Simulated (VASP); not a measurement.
# Ta2N (P-31m) in VASP: notebook, part 3 of 3

VASP 6.6.1.

### 4 Single point, PBE

The input, INCAR:

```
PREC     = Accurate       # precision mode
ENCUT    = 520            # plane-wave cutoff, eV
EDIFF    = 1E-6           # SCF threshold, eV
ISMEAR   = 0              # smearing method
SIGMA    = 0.15           # smearing width, eV
LREAL    = F              # projectors in reciprocal space
LASPH    = T              # aspherical terms in the spheres
NELM     = 80             # most SCF steps
ALGO     = Normal         # electronic algorithm
ISIF     = 2              # what is computed and relaxed
LWAVE    = F              # write WAVECAR
LCHARG   = F              # write CHGCAR
GGA      = PE             # functional
NBANDS   = 50             # bands
```

The input, KPOINTS:

```
Automatic mesh
0
Gamma
  9 9 8
```

The input, POSCAR:

```
Ta2N
1.0
    5.2791162262      0.0000000000      0.0000000000
   -2.6395581131      4.5718487614      0.0000000000
    0.0000000000      0.0000000000      5.0214953543
Ta N
6 3
Direct
    0.6317886868      0.6317886868      0.7528547364
    0.0000000000      0.3682113132      0.7528547364
    0.3682113132      0.0000000000      0.7528547364
    0.3682113132      0.3682113132      0.2471452636
    0.0000000000      0.6317886868      0.2471452636
    0.6317886868      0.0000000000      0.2471452636
    0.6666666667      0.3333333333      0.5000000000
    0.3333333333      0.6666666667      0.5000000000
    0.0000000000      0.0000000000      0.0000000000
```

Potentials or basis: VASP PAW PBE potentials, release 64 (Ta_pv, N).

On the command line:

```sh
$ cat potpaw_PBE.64/Ta_pv/POTCAR potpaw_PBE.64/N/POTCAR > POTCAR
$ mpirun -np 1 vasp_std > vasp.out
```

OUTCAR:

```text
PREC = Accurate
   ENCUT = 520
   EDIFF = 1E-6
   ISMEAR = 0
   LREAL = F
   LASPH = T
   NELM = 80
   ISIF = 2
   GGA = PE

 ion  position               nearest neighbor table
   1  0.632  0.632  0.753-   7 2.10   8 2.10   9 2.31   4 2.85   4 2.90   3 2.90   3 2.90   2 2.90
                             2 2.90   6 3.15   5 3.15   6 3.20   5 3.20   2 3.37   3 3.37
   2  0.000  0.368  0.753-   7 2.10   8 2.10   9 2.31   5 2.85   5 2.90   3 2.90   3 2.90   1 2.90
                             1 2.90   6 3.15   4 3.15   6 3.20   4 3.20   1 3.37   3 3.37
   3  0.368  0.000  0.753-   8 2.10   7 2.10   9 2.31   6 2.85   6 2.90   1 2.90   2 2.90   2 2.90
                             1 2.90   4 3.15   5 3.15   4 3.20   5 3.20   2 3.37   1 3.37
   4  0.368  0.368  0.247-   8 2.10   7 2.10   9 2.31   1 2.85   1 2.90   6 2.90   6 2.90   5 2.90
                             5 2.90   3 3.15   2 3.15   3 3.20   2 3.20   5 3.37   6 3.37
   5  0.000  0.632  0.247-   8 2.10   7 2.10   9 2.31   2 2.85   2 2.90   6 2.90   6 2.90   4 2.90
                             4 2.90   3 3.15   1 3.15   3 3.20   1 3.20   4 3.37   6 3.37
   6  0.632  0.000  0.247-   7 2.10   8 2.10   9 2.31   3 2.85   3 2.90   5 2.90   4 2.90   4 2.90
                             5 2.90   2 3.15   1 3.15   1 3.20   2 3.20   5 3.37   4 3.37
   7  0.667  0.333  0.500-   6 2.10   2 2.10   3 2.10   5 2.10   1 2.10   4 2.10
   8  0.333  0.667  0.500-   3 2.10   5 2.10   6 2.10   2 2.10   4 2.10   1 2.10
   9  0.000  0.000  0.000-   1 2.31   2 2.31   4 2.31   5 2.31   3 2.31   6 2.31

  LATTYP: Found a hexagonal cell.
 ALAT       =     5.2791162262
 C/A-ratio  =     0.9512000000

  Lattice vectors:

 A1 = (   5.2791162262,   0.0000000000,   0.0000000000)
 A2 = (  -2.6395581131,   4.5718487614,   0.0000000000)
 A3 = (   0.0000000000,   0.0000000000,   5.0214953543)

Analysis of symmetry for initial positions (statically):
=====================================================================
 Subroutine PRICEL returns:
 Original cell was already a primitive cell.

 Routine SETGRP: Setting up the symmetry group for a
 hexagonal supercell.

 Subroutine GETGRP returns: Found 12 space group operations
 (whereof 12 operations were pure point group operations)
 out of a pool of 24 trial point group operations.

The static configuration has the point symmetry D_3d.

Analysis of symmetry for dynamics (positions and initial velocities):
=====================================================================
 Subroutine PRICEL returns:
 Original cell was already a primitive cell.

 Routine SETGRP: Setting up the symmetry group for a
 hexagonal supercell.

 Subroutine GETGRP returns: Found 12 space group operations
 (whereof 12 operations were pure point group operations)
 out of a pool of 24 trial point group operations.

The dynamic configuration has the point symmetry D_3d.

 Subroutine INISYM returns: Found 12 space group operations
 (whereof 12 operations are pure point group operations),
 and found     1 'primitive' translations

----------------------------------------------------------------------------------------

                                     Primitive cell

  volume of cell :     121.1954

  direct lattice vectors                    reciprocal lattice vectors
     5.279116226  0.000000000  0.000000000     0.189425646  0.109364948  0.000000000
    -2.639558113  4.571848761  0.000000000     0.000000000  0.218729895  0.000000000
     0.000000000  0.000000000  5.021495354     0.000000000  0.000000000  0.199143866

  length of vectors
     5.279116226  5.279116226  5.021495354     0.218729895  0.218729895  0.199143866
[... 81 lines left out ...]
   dimension x,y,z NGXF=    80 NGYF=   80 NGZF=   80
   ions per type =               6   3
   NGX,Y,Z   is equivalent  to a cutoff of  12.60, 12.60, 13.24 a.u.
   NGXF,Y,Z  is equivalent  to a cutoff of  25.19, 25.19, 26.49 a.u.
 SYSTEM =  unknown system
   PREC   = accura    normal or accurate (medium, high low for compatibility)
   ISTART =      0    job   : 0-new  1-cont  2-samecut
   ICHARG =      2    charge: 1-file 2-atom 10-const
   ISPIN  =      1    spin polarized calculation?
   LNONCOLLINEAR =      F non collinear calculations
   LSORBIT =      F    spin-orbit coupling
   LASPH  =      T    aspherical Exc in radial PAW
   ENCUT  =  520.0 eV  38.22 Ry    6.18 a.u.   9.82  9.82  9.34*2*pi/ulx,y,z
   NELM   =     80;   NELMIN=  2; NELMDL= -5     # of ELM steps
   EDIFF  = 0.1E-05   stopping-criterion for ELM
   LREAL  =      F    real-space projection
   EDIFFG = 0.1E-04   stopping-criterion for IOM
   NSW    =      0    number of steps for IOM
   IBRION =     -1    ionic relax: 0-MD 1-quasi-New 2-CG
   NFREE  =      0    steps in history (QN), initial steepest desc. (CG)
   ISIF   =      2    stress and relaxation
   ISYM   =      2    0-nonsym 1-usesym 2-fastsym
   POTIM  = 0.5000    time-step for ionic-motion
   TEBEG  =    0.0;   TEEND  =   0.0 temperature during run
   PSTRESS=    0.0 pullay stress
   NELECT =      81.0000    total number of electrons
   NUPDOWN=      -1.0000    fix difference up-down
   EMIN   =  10.00;   EMAX   =-10.00  energy-range for DOS
   EFERMI =   0.00;   METHOD = LEGACY
   ISMEAR =     0;   SIGMA  =   0.15  broadening in eV -4-tet -1-fermi 0-gaus
   EFERMI_NEDOS =   21; number of points for ismear=-14 and -15
   IALGO  =     38    algorithm
   IMIX   =      4    mixing-type and parameters
     AMIX     =   0.40;   BMIX     =  1.00
     AMIX_MAG =   1.60;   BMIX_MAG =  1.00
  volume/ion in A,a.u.               =      13.47        90.87
  Fermi-wavevector in a.u.,A,eV,Ry     =   1.431334  2.704830 27.874505  2.048718
  Thomas-Fermi vector in A             =   2.551082
   LORBIT       =      0    0 simple, 1 ext, 2 COOP (PROOUT), +10 PAW based schemes
   GGA     = PE    functional components
   LHFCALC =     F    Hartree Fock is set to
   AEXX    =    0.0000 exact exchange contribution
   IVDW    =     0    specifies the selected vdW correction
   LEPSILON=     F    determine dielectric tensor
   LRPA    =     F    only Hartree local field effects (RPA)
 non-spin polarized calculation
 Gauss-broadening in eV      SIGMA  =   0.15
  energy-cutoff  :      520.00
  volume of cell :      121.20
 maximum number of plane-waves:      3286
   NGX = 19   NGY = 19   NGZ = 19

 number of electron      81.0000006 magnetization

 Free energy of the ion-electron system (eV)
  ---------------------------------------------------
  ext. energy  EPLUGINS =         0.00000000
  ---------------------------------------------------
  free energy    TOTEN  =      -101.77354336 eV

  energy without entropy =     -101.74364228  energy(sigma->0) =     -101.75859282

 E-fermi :   7.2722     XC(G=0): -12.8620

 val. band max:        7.2400909729   @ k =   0.4444  -0.0000   0.3750
 cond. band min:       7.2732857703   @ k =  -0.1111   0.4444   0.2500
 fundamental gap:      0.0331947974
 Fermi energy:         7.2722167219

 k-point     1 :       0.0000    0.0000    0.0000
  band No.  band energies     occupation
      1     -28.3116      2.00000
      2     -28.3097      2.00000
      3     -27.9540      2.00000
      4     -27.8747      2.00000
      5     -27.8747      2.00000
      6     -27.7800      2.00000
[... 1261 lines left out ...]
     49      10.3668      0.00000
     50      10.6271      0.00000

 [... further k-points ...]

------------------------ aborting loop because EDIFF is reached ----------------------------------------

  FORCE on cell =-STRESS in cart. coord.  units (eV):
  Direction    XX          YY          ZZ          XY          YZ          ZX
  --------------------------------------------------------------------------------------
  -------------------------------------------------------------------------------------
  Total        8.0421657      8.0421657      4.0926314      0.0000000      0.0000000     -0.0000000
  in kB      106.3157133    106.3157133     54.1037131      0.0000000      0.0000000     -0.0000000
  external PRESSURE =      88.9117132 kB  Pullay stress =       0.0000000 kB

 VOLUME and BASIS-vectors are now :
 -----------------------------------------------------------------------------
  energy-cutoff  :      520.00
  volume of cell :      121.20
      direct lattice vectors                 reciprocal lattice vectors
     5.279116226  0.000000000  0.000000000     0.189425646  0.109364948  0.000000000
    -2.639558113  4.571848761  0.000000000     0.000000000  0.218729895  0.000000000
     0.000000000  0.000000000  5.021495354     0.000000000  0.000000000  0.199143866

 POSITION                                       TOTAL-FORCE (eV/Angst)
 -----------------------------------------------------------------------------------
      1.66764      2.88844      3.78046         2.170806      3.759945      1.484001
     -0.97192      1.68341      3.78046         2.170806     -3.759945      1.484001
      1.94383      0.00000      3.78046        -4.341611      0.000000      1.484001
      0.97192      1.68341      1.24104        -2.170806     -3.759945     -1.484001
     -1.66764      2.88844      1.24104        -2.170806      3.759945     -1.484001
      3.33529      0.00000      1.24104         4.341611     -0.000000     -1.484001
      2.63956      1.52395      2.51075         0.000000     -0.000000     -0.000000
     -0.00000      3.04790      2.51075        -0.000000      0.000000     -0.000000
      0.00000      0.00000      0.00000         0.000000      0.000000      0.000000
 -----------------------------------------------------------------------------------
    total drift:                                0.000000      0.000000      0.000000

  FREE ENERGIE OF THE ION-ELECTRON SYSTEM (eV)
  ---------------------------------------------------
  free  energy   TOTEN  =      -101.7735433620 eV

  energy  without entropy=     -101.7436422777  energy(sigma->0) =     -101.75859282
```

Wall time 9.5 min (1 thread of Intel Xeon 8259CL, shared host); peak memory 0.49 GiB.

What came out:

```yaml
Free_energy: -101.7735 eV
Pressure: 8.9 GPa
Largest_force: 4.588 eV/Å
Band_gap_on_the_k_mesh: zero (an odd number of electrons rules out a gap without spin polarisation)
```

Forces in eV/Å, atoms in the order of the input:
```
Ta   2.171  3.760  1.484
Ta   2.171 -3.760  1.484
Ta  -4.342  0.000  1.484
Ta  -2.171 -3.760 -1.484
Ta  -2.171  3.760 -1.484
Ta   4.342  0.000 -1.484
N    0.000  0.000  0.000
N    0.000  0.000  0.000
N    0.000  0.000  0.000
```

Levels at points of the mesh, in eV from the Fermi level:
```csv
k point,band 37,band 38,band 39,band 40,band 41,band 42,band 43,band 44,band 45,band 46
"(0.00, 0.00, 0.00)",-1.89,-0.96,-0.54,-0.54,-0.38,-0.38,-0.08,1.08,1.08,1.93
"(0.00, 0.00, 0.50)",-1.63,-1.49,-0.84,-0.84,-0.49,0.38,0.38,0.77,2.13,2.13
```

Caveat: the stress differs along the axes, from 5 to 11 GPa; spin-orbit coupling is left out, which moves the levels of the heavy elements; forces of over 1 eV/Å act on the atoms, so gaps and moduli don't describe the material at rest.

### 5 Single point, PBE

This run uses another cell than the first one, of the same volume but with other edges.

The input, INCAR:

```
SYSTEM = Ta2N
PREC     = Accurate       ! precision mode
ENCUT    = 520            ! plane-wave cutoff, eV
EDIFF    = 1E-7           ! SCF threshold, eV
ISMEAR   = 0              ! smearing method
SIGMA    = 0.15           ! smearing width, eV
LREAL    = .False.        ! projectors in reciprocal space
LASPH    = .True.         ! aspherical terms in the spheres
NELM     = 60             ! most SCF steps
ALGO     = Normal         ! electronic algorithm
ISIF     = 2              ! what is computed and relaxed
LWAVE    = .False.        ! write WAVECAR
LCHARG   = .False.        ! write CHGCAR
GGA      = PE             ! functional
NBANDS   = 50             ! bands
```

The input, KPOINTS:

```
Automatic mesh
0
Gamma
  9 9 8
  0 0 0
```

POSCAR: that of step 4 with these lines changed.

```diff
@@ -2,5 +2,5 @@
 1.0
-    5.2791162262      0.0000000000      0.0000000000
-   -2.6395581131      4.5718487614      0.0000000000
-    0.0000000000      0.0000000000      5.0214953543
+    5.4248118751      0.0000000000      0.0000000000
+   -2.7124059375      4.6980248946      0.0000000000
+    0.0000000000      0.0000000000      4.7553900897
 Ta N
```

On the command line:

```sh
$ cat potpaw_PBE.64/Ta_pv/POTCAR potpaw_PBE.64/N/POTCAR > POTCAR
$ mpirun -np 1 vasp_std > vasp.out
```

Wall time 9.4 min (1 thread of Intel Xeon 8259CL, shared host); peak memory 0.47 GiB.

The run converged. Its results:

```
Free energy            : -101.5390 eV
Pressure               : 10.2 GPa
Largest force          : 4.402 eV/Å
Band gap on the k mesh : zero (an odd number of electrons rules out a gap without spin polarisation)
```

Forces on the atoms (eV/Å):
```
Ta   2.041  3.535  1.647
Ta   2.041 -3.535  1.647
Ta  -4.082  0.000  1.647
Ta  -2.041 -3.535 -1.647
Ta  -2.041  3.535 -1.647
Ta   4.082  0.000 -1.647
N    0.000  0.000  0.000
N    0.000  0.000  0.000
N    0.000  0.000  0.000
```

Stress tensor (GPa, compression positive):
```
 4.69  0.00  0.00
 0.00  4.69  0.00
 0.00  0.00 21.17
```

Levels at points of the mesh, in eV from the Fermi level:
```
           k point  band 38  band 39  band 40  band 41  band 42  band 43  band 44  band 45
(0.00, 0.00, 0.00)    -0.67    -0.67    -0.47    -0.42    -0.42     0.28     0.60     0.60
(0.00, 0.00, 0.50)    -0.99    -0.98    -0.98     0.07     0.20     0.20     1.03     1.81
```

Caveat: the stress differs along the axes, from 5 to 21 GPa; spin-orbit coupling is left out, which moves the levels of the heavy elements; forces of over 1 eV/Å act on the atoms, so gaps and moduli don't describe the material at rest.

### 6 Summary

```tsv
cell	gap on the mesh (eV)	pressure (GPa)	largest force (eV/Å)
a = 5.314, b = 5.314, c = 4.956 Å, angles 90.0, 90.0, 120.0°, 9 atoms, atomic positions A	none	15.6	5.93
a = 5.314, b = 5.314, c = 4.956 Å, angles 90.0, 90.0, 120.0°, 9 atoms, atomic positions B	none	24.1	9.05
a = 5.279, b = 5.279, c = 5.021 Å, angles 90.0, 90.0, 120.0°, 9 atoms, atomic positions C	none	8.9	4.59
a = 5.425, b = 5.425, c = 4.755 Å, angles 90.0, 90.0, 120.0°, 9 atoms, atomic positions C	none	10.2	4.40
```

Alike in all rows: task single point; level PBE; potentials or basis VASP PAW PBE potentials, release 64 (Ta_pv, N); no spin polarisation; k mesh 9 × 9 × 8; cutoff (eV) 520; smearing gaussian 0.15 eV.

Caveats: spin-orbit coupling is left out, which moves the levels of the heavy elements; forces of over 1 eV/Å act on the atoms, so gaps and moduli don't describe the material at rest; the cell stands under pressure (at least some runs); the stress differs along the axes, from 19 to 27 GPa (at least some runs); the stress differs along the axes, from 5 to 11 GPa (at least some runs); the stress differs along the axes, from 5 to 21 GPa (at least some runs).

Total energies depend on the potentials used, so only differences within one code and one set of settings carry meaning.

The gap in the log of VASP goes by the Fermi energy; the results here count the filled bands.